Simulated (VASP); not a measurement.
# Cl (I4_1/amd) in VASP: a series of runs

Cl is run at these levels: PBE; tasks: single point.

Program: VASP 6.6.1. These are calculated values, not measurements. Logs are shortened: lines on timing, memory, paths and dates and some standing lists are left out, and cuts for length are marked.

## Step 1: The cell of the first run

Symmetry: I4_1/amd, No. 141, tetragonal system. Conventional cell: a = 4.604 Å, b = 4.604 Å, c = 2.127 Å, α = 90.00°, β = 90.00°, γ = 90.00°. Cl (site symmetry -4m2) has 10 Cl at 2.13 to 2.80 Å within 2.9 Å.

## Step 2: Single point, PBE (11.27 Å³/atom)

File INCAR:

```
ALGO     = Normal         # electronic algorithm
EDIFF    = 1E-6           # SCF threshold, eV
ENCUT    = 520            # plane-wave cutoff, eV
GGA      = PE             # functional
ISIF     = 2              # what is computed and relaxed
ISMEAR   = -1             # smearing method
LASPH    = True           # aspherical terms in the spheres
LCHARG   = False          # write CHGCAR
LREAL    = False          # projectors in reciprocal space
LWAVE    = False          # write WAVECAR
NBANDS   = 14             # bands
NELM     = 60             # most SCF steps
PREC     = Accurate       # precision mode
SIGMA    = 0.08           # smearing width, eV
```

File KPOINTS:

```
k-points
0
Gamma
  16 16 16
```

File POSCAR:

```
Cl
1.0
   -2.3019164608      2.3019164608      1.0633800996
    2.3019164608     -2.3019164608      1.0633800996
    2.3019164608      2.3019164608     -1.0633800996
Cl
2
Direct
   -0.3750000000     -0.1250000000     -0.2500000000
    0.3750000000      0.1250000000      0.2500000000
```

Potentials or basis: VASP PAW PBE potentials, release 64 (Cl).

Command:

```bash
> cat potpaw_PBE.64/Cl/POTCAR > POTCAR
> mpirun -np 1 vasp_std > vasp.out
```

OUTCAR:

```text
EDIFF = 1E-6
   ENCUT = 520
   GGA = PE
   ISIF = 2
   ISMEAR = -1
   LASPH = True
   LREAL = False
   NELM = 60
   PREC = Accurate

 ion  position               nearest neighbor table
   1  0.625  0.875  0.750-   2 2.36   2 2.36   2 2.36   2 2.36
   2  0.375  0.125  0.250-   1 2.36   1 2.36   1 2.36   1 2.36

  LATTYP: Found a body centered tetragonal cell.
 ALAT       =     4.6038329216
 C/A-ratio  =     0.4619542532

  Lattice vectors:

 A1 = (  -2.3019164608,   2.3019164608,   1.0633800996)
 A2 = (   2.3019164608,  -2.3019164608,   1.0633800996)
 A3 = (   2.3019164608,   2.3019164608,  -1.0633800996)

Analysis of symmetry for initial positions (statically):
=====================================================================
 Subroutine PRICEL returns:
 Original cell was already a primitive cell.

 Routine SETGRP: Setting up the symmetry group for a
 body centered tetragonal supercell.

 Subroutine GETGRP returns: Found 16 space group operations
 (whereof  4 operations were pure point group operations)
 out of a pool of 16 trial point group operations.

The static configuration has the point symmetry C_2h.
 The point group associated with its full space group is D_4h.

Analysis of symmetry for dynamics (positions and initial velocities):
=====================================================================
 Subroutine PRICEL returns:
 Original cell was already a primitive cell.

 Routine SETGRP: Setting up the symmetry group for a
 body centered tetragonal supercell.

 Subroutine GETGRP returns: Found 16 space group operations
 (whereof  4 operations were pure point group operations)
 out of a pool of 16 trial point group operations.

The dynamic configuration has the point symmetry C_2h.
 The point group associated with its full space group is D_4h.

 Subroutine INISYM returns: Found 16 space group operations
 (whereof  4 operations are pure point group operations),
 and found     1 'primitive' translations

----------------------------------------------------------------------------------------

                                     Primitive cell

  volume of cell :      22.5386

  direct lattice vectors                    reciprocal lattice vectors
    -2.301916461  2.301916461  1.063380100     0.000000000  0.217210315  0.470198756
     2.301916461 -2.301916461  1.063380100     0.217210315  0.000000000  0.470198756
     2.301916461  2.301916461 -1.063380100     0.217210315  0.217210315  0.000000000

  length of vectors
     3.424677506  3.424677506  3.424677506     0.517945162  0.517945162  0.307181774

  position of ions in fractional coordinates (direct lattice)
     0.625000000  0.875000000  0.750000000
     0.375000000  0.125000000  0.250000000

  ion indices of the primitive-cell ions
   primitive index   ion index
                 1           1
                 2           2

----------------------------------------------------------------------------------------

 KPOINTS: k-points

Automatic generation of k-mesh.
 Grid dimensions read from file:
 generate k-points for:   16   16   16

 Generating k-lattice:

  Cartesian coordinates                     Fractional coordinates (reciprocal lattice)
     0.000000000  0.013575645  0.029387422     0.062500000  0.000000000  0.000000000
     0.013575645  0.000000000  0.029387422     0.000000000  0.062500000  0.000000000
     0.013575645  0.013575645  0.000000000     0.000000000  0.000000000  0.062500000

  Length of vectors
     0.032371573  0.032371573  0.019198861

  Shift w.r.t. Gamma in fractional coordinates (k-lattice)
     0.000000000  0.000000000  0.000000000

 Subroutine IBZKPT returns following result:
 ===========================================

 Found    349 irreducible k-points:

 Following reciprocal coordinates:
            Coordinates               Weight
  0.000000  0.000000  0.000000      1.000000
  0.062500  0.000000  0.000000      8.000000
  0.125000  0.000000  0.000000      8.000000
  0.187500  0.000000 -0.000000      8.000000
  0.250000  0.000000  0.000000      8.000000
  0.312500  0.000000  0.000000      8.000000
[... 16 lines left out ...]
 -0.125000  0.062500  0.000000     16.000000
 -0.062500  0.062500  0.000000      4.000000
 [... further k-points ...]
   k-points           NKPTS =    349   k-points in BZ     NKDIM =    349   number of bands    NBANDS=     14
   number of dos      NEDOS =    301   number of ions     NIONS =      2
   total plane-waves  NPLWV =  21952
   dimension x,y,z NGX =    28 NGY =   28 NGZ =   28
   dimension x,y,z NGXF=    56 NGYF=   56 NGZF=   56
   ions per type =               2
   NGX,Y,Z   is equivalent  to a cutoff of  13.59, 13.59, 13.59 a.u.
   NGXF,Y,Z  is equivalent  to a cutoff of  27.18, 27.18, 27.18 a.u.
 SYSTEM =  unknown system
   PREC   = accura    normal or accurate (medium, high low for compatibility)
   ISTART =      0    job   : 0-new  1-cont  2-samecut
   ICHARG =      2    charge: 1-file 2-atom 10-const
   ISPIN  =      1    spin polarized calculation?
   LNONCOLLINEAR =      F non collinear calculations
   LSORBIT =      F    spin-orbit coupling
   LASPH  =      T    aspherical Exc in radial PAW
   ENCUT  =  520.0 eV  38.22 Ry    6.18 a.u.   6.37  6.37  6.37*2*pi/ulx,y,z
   NELM   =     60;   NELMIN=  2; NELMDL= -5     # of ELM steps
   EDIFF  = 0.1E-05   stopping-criterion for ELM
   LREAL  =      F    real-space projection
   EDIFFG = 0.1E-04   stopping-criterion for IOM
   NSW    =      0    number of steps for IOM
   IBRION =     -1    ionic relax: 0-MD 1-quasi-New 2-CG
   NFREE  =      0    steps in history (QN), initial steepest desc. (CG)
   ISIF   =      2    stress and relaxation
   ISYM   =      2    0-nonsym 1-usesym 2-fastsym
   POTIM  = 0.5000    time-step for ionic-motion
   TEBEG  =    0.0;   TEEND  =   0.0 temperature during run
   PSTRESS=    0.0 pullay stress
   NELECT =      14.0000    total number of electrons
   NUPDOWN=      -1.0000    fix difference up-down
   EMIN   =  10.00;   EMAX   =-10.00  energy-range for DOS
   EFERMI =   0.00;   METHOD = LEGACY
   ISMEAR =    -1;   SIGMA  =   0.08  broadening in eV -4-tet -1-fermi 0-gaus
   EFERMI_NEDOS =   21; number of points for ismear=-14 and -15
   IALGO  =     38    algorithm
   IMIX   =      4    mixing-type and parameters
     AMIX     =   0.40;   BMIX     =  1.00
     AMIX_MAG =   1.60;   BMIX_MAG =  1.00
  volume/ion in A,a.u.               =      11.27        76.05
  Fermi-wavevector in a.u.,A,eV,Ry     =   1.396824  2.639614 26.546555  1.951117
  Thomas-Fermi vector in A             =   2.520140
   LORBIT       =      0    0 simple, 1 ext, 2 COOP (PROOUT), +10 PAW based schemes
   GGA     = PE    functional components
   LHFCALC =     F    Hartree Fock is set to
   AEXX    =    0.0000 exact exchange contribution
   IVDW    =     0    specifies the selected vdW correction
   LEPSILON=     F    determine dielectric tensor
   LRPA    =     F    only Hartree local field effects (RPA)
 non-spin polarized calculation
  energy-cutoff  :      520.00
  volume of cell :       22.54
 maximum number of plane-waves:       621
 NGX is ok and might be reduce to    28
   NGX = 13   NGY = 13   NGZ = 13

 number of electron      13.9999997 magnetization

 Free energy of the ion-electron system (eV)
  ---------------------------------------------------
  ext. energy  EPLUGINS =         0.00000000
  ---------------------------------------------------
  free energy    TOTEN  =         2.39545250 eV

  energy without entropy =        2.41795702  energy(sigma->0) =        2.40670476

 E-fermi :  12.5314     XC(G=0): -12.7108

 val. band max:       12.5174436499   @ k =  -0.3750   0.5000   0.1875
 cond. band min:      12.5316224193   @ k =  -0.3750  -0.4375   0.1875
 fundamental gap:      0.0141787693
 Fermi energy:        12.5313624620

 k-point     1 :       0.0000    0.0000    0.0000
  band No.  band energies     occupation
      1     -10.8280      2.00000
      2      -4.0248      2.00000
      3       3.0748      2.00000
      4       3.0748      2.00000
      5      11.7964      1.99980
      6      11.7964      1.99980
      7      13.5151      0.00001
      8      16.8349      0.00000
      9      17.0096      0.00000
     10      19.7941      0.00000
     11      20.3875      0.00000
     12      25.7558      0.00000
     13      28.6355      0.00000
     14      32.7123      0.00000

 k-point     2 :       0.0625    0.0000    0.0000
  band No.  band energies     occupation
      1     -10.6906      2.00000
      2      -3.9740      2.00000
      3       3.1324      2.00000
      4       3.2753      2.00000
      5      11.6361      1.99997
      6      11.8723      1.99947
      7      13.7300      0.00000
      8      15.8556      0.00000
      9      15.9001      0.00000
     10      19.9767      0.00000
     11      21.1115      0.00000
     12      26.8874      0.00000
     13      29.3397      0.00000
     14      29.5994      0.00000

 k-point     3 :       0.1250    0.0000    0.0000
  band No.  band energies     occupation
      1     -10.2797      2.00000
      2      -3.8125      2.00000
      3       3.3096      2.00000
      4       3.8605      2.00000
      5      11.2195      2.00000
      6      12.0847      1.99251
      7      13.5980      0.00000
      8      13.8386      0.00000
      9      14.3657      0.00000
     10      20.5458      0.00000
     11      22.3530      0.00000
     12      26.5200      0.00000
     13      26.7991      0.00000
     14      29.4364      0.00000

 k-point     4 :       0.1875    0.0000   -0.0000
  band No.  band energies     occupation
      1      -9.5994      2.00000
      2      -3.5182      2.00000
      3       3.6158      2.00000
      4       4.7820      2.00000
      5      10.4768      2.00000
      6      11.0877      2.00000
      7      11.7083      1.99993
      8      12.3791      1.74041
      9      15.3927      0.00000
     10      21.2479      0.00000
     11      23.1166      0.00000
     12      23.8122      0.00000
     13      25.2928      0.00000
     14      31.7526      0.00000

 k-point     5 :       0.2500    0.0000    0.0000
  band No.  band energies     occupation
      1      -8.6580      2.00000
      2      -3.0708      2.00000
      3       4.0571      2.00000
      4       5.9270      2.00000
      5       8.2866      2.00000
      6       8.9901      2.00000
      7      10.7113      2.00000
      8      12.6338      0.43512
      9      16.7459      0.00000
     10      20.9413      0.00000
     11      21.6724      0.00000
[... 276 lines left out ...]
 k-point    22 :      -0.1875    0.0625    0.0000
  band No.  band energies     occupation
      1     -10.1525      2.00000
      2      -4.1235      2.00000
      3       3.2250      2.00000
      4       4.2750      2.00000
      5      10.4225      2.00000
      6      11.9356      1.99883
      7      13.5189      0.00001
      8      13.9206      0.00000
      9      14.8838      0.00000
     10      21.0330      0.00000
     11      22.9389      0.00000
     12      26.7103      0.00000
     13      27.2557      0.00000
     14      29.3513      0.00000

 k-point    23 :      -0.1250    0.0625    0.0000
  band No.  band energies     occupation
      1     -10.6052      2.00000
      2      -4.2025      2.00000
      3       3.1111      2.00000
      4       3.5274      2.00000
      5      11.0529      2.00000
      6      11.6984      1.99994
      7      14.0903      0.00000
      8      15.8321      0.00000
      9      15.9581      0.00000
     10      20.4213      0.00000
     11      21.5133      0.00000
     12      26.7785      0.00000
     13      29.2633      0.00000
     14      29.7742      0.00000

 k-point    24 :      -0.0625    0.0625    0.0000
  band No.  band energies     occupation
      1     -10.7852      2.00000
      2      -4.1444      2.00000
      3       3.1207      2.00000
      4       3.1470      2.00000
      5      11.5594      1.99999
      6      11.6161      1.99998
      7      13.6985      0.00000
      8      16.8763      0.00000
      9      17.0035      0.00000
     10      20.0534      0.00000
     11      20.5718      0.00000
     12      25.7056      0.00000
     13      28.6318      0.00000
     14      32.7909      0.00000

 [... further k-points ...]

------------------------ aborting loop because EDIFF is reached ----------------------------------------

  FORCE on cell =-STRESS in cart. coord.  units (eV):
  Direction    XX          YY          ZZ          XY          YZ          ZX
  --------------------------------------------------------------------------------------
  -------------------------------------------------------------------------------------
  Total       16.8255858     16.8255858     16.5493553      0.0000000      0.0000000      0.0000000
  in kB     1196.0604759   1196.0604759   1176.4244035      0.0000000      0.0000000      0.0000000
  external PRESSURE =    1189.5151185 kB  Pullay stress =       0.0000000 kB

 VOLUME and BASIS-vectors are now :
 -----------------------------------------------------------------------------
  energy-cutoff  :      520.00
  volume of cell :       22.54
      direct lattice vectors                 reciprocal lattice vectors
    -2.301916461  2.301916461  1.063380100     0.000000000  0.217210315  0.470198756
     2.301916461 -2.301916461  1.063380100     0.217210315  0.000000000  0.470198756
     2.301916461  2.301916461 -1.063380100     0.217210315  0.217210315  0.000000000

 POSITION                                       TOTAL-FORCE (eV/Angst)
 -----------------------------------------------------------------------------------
      2.30192      1.15096      0.79754         0.000000      0.000000     -0.000000
     -0.00000      1.15096      0.26585        -0.000000     -0.000000      0.000000
 -----------------------------------------------------------------------------------
    total drift:                               -0.000000      0.000000     -0.000000

  FREE ENERGIE OF THE ION-ELECTRON SYSTEM (eV)
  ---------------------------------------------------
  free  energy   TOTEN  =         2.3954524952 eV

  energy  without entropy=        2.4179570169  energy(sigma->0) =        2.40670476
```

Run time: 70 s. Hardware: 1 thread of AMD EPYC 9R45 (Zen 5), shared host; peak memory 0.18 GiB.

What came out:

```
Free energy            : 2.3955 eV
Pressure               : 119.0 GPa
Band gap on the k mesh : zero (bands 7 and 8 overlap by 7.83 eV)
```

Stress tensor (GPa, compression positive):
```
119.61   0.00   0.00
  0.00 119.61   0.00
  0.00   0.00 117.64
```

Caveat: the cell stands under pressure.

[end of part 1 of 2]
